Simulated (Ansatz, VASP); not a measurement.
Two plane-wave programs on KTaO3

```
K Ta O
1.0
     4.10348    0.00000    0.00000
     0.00000    4.10348    0.00000
     0.00000    0.00000    4.10348
K Ta O
1 1 3
Direct
  0.50000 0.50000 0.50000
  0.00000 0.00000 0.00000
  0.50000 0.00000 0.00000
  0.00000 0.50000 0.00000
  0.00000 0.00000 0.50000
```

Alike in both runs: task single point; functional PBE; k mesh 8 × 8 × 8; occupations gaussian, width 0.02 eV; no spin polarisation.

|  | VASP | Ansatz |
| --- | --- | --- |
| version | VASP 6.6.1 | Ansatz 0.2.0 |
| potentials or method | VASP PAW PBE potentials, release 64 (K_sv, Ta_pv, O), cutoff 520 eV | scalar-relativistic, plane waves, PAW |
| valence electrons in the cell | 38 | 40 |

VASP gave:

```
gap on the k mesh at the Fermi level (eV) : 1.98
least direct gap on the mesh (eV)         : 2.62
pressure (GPa)                            : -9.2
```

**Question.** Estimate Ansatz's values.

**Answer.** gap on the k mesh at the Fermi level (eV): 2.02; least direct gap on the mesh (eV): 2.66; pressure (GPa): -9.6.

With one functional, cell and mesh, what is left measures potentials, basis and numerics. VASP's potentials hold 38 valence electrons a cell and Ansatz's 40, so a difference there can come from the potentials and not from the codes.

Neither program's run includes spin-orbit coupling.
